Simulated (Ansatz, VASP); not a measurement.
# Pb in VASP and in Ansatz

File INCAR:

```
  PREC = Accurate
  ENCUT = 520
  EDIFF = 1E-7
  ISMEAR = -1
  SIGMA = 0.05
  LREAL = False
  LASPH = True
  NELM = 80
  ALGO = Normal
  ISIF = 2
  LWAVE = False
  LCHARG = False
  GGA = PS
  NBANDS = 13
```

KPOINTS

```
Automatic mesh
0
Gamma
  8 8 8
```

File POSCAR:

```
Pb
1.0
   -1.9796595667      1.9796595667      1.9598629710
    1.9796595667     -1.9796595667      1.9598629710
    1.9796595667      1.9796595667     -1.9598629710
Pb
1
Direct
    0.0000000000      0.0000000000      0.0000000000
```

input.yaml

```yaml
crystal:
  lattice:
    - [-1.9796595667, 1.9796595667, 1.959862971]
    - [1.9796595667, -1.9796595667, 1.959862971]
    - [1.9796595667, 1.9796595667, -1.959862971]
  atoms:
    - { symbol: Pb, position: [0.0, 0.0, 0.0] }
hamiltonian:
  xc: pbesol
  pseudopotentials: { kind: paw }
kpoints:
  mp_grid: { grid: [8, 8, 8] }
scf:
  occupations: { method: fermi_dirac, width: 0.05 }
output:
  forces: true
  stress: true
  eigenvalues: true
  write_density: true
  write_potential: true
  elf: true
  volumetric_format: npy
```

Alike in both runs: task single point; functional PBEsol; k mesh 8 × 8 × 8; occupations fermi-dirac, width 0.05 eV; no spin polarisation.

|  | VASP | Ansatz |
| --- | --- | --- |
| version | VASP 6.6.1 | Ansatz 0.2.0 |
| potentials or method | VASP PAW PBE potentials, release 64 (Pb_d) | Ansatz PAW |
| plane-wave cutoff (eV) | 520 | 420 |
| valence electrons in the cell | 14 | 14 |

```tsv
	VASP	Ansatz	Ansatz less VASP
gap on the k mesh at the Fermi level (eV)	none	none	-
pressure (GPa)	-1.1	-1.0	+0.08
traceless stress, the component that is largest in VASP (GPa)	-0.32	-0.32	-0.001
```

VASP's potentials were made for PBE, not for PBEsol. A gap of «none» marks a metal or a gap that the smearing closes.

Spin-orbit coupling is off throughout.
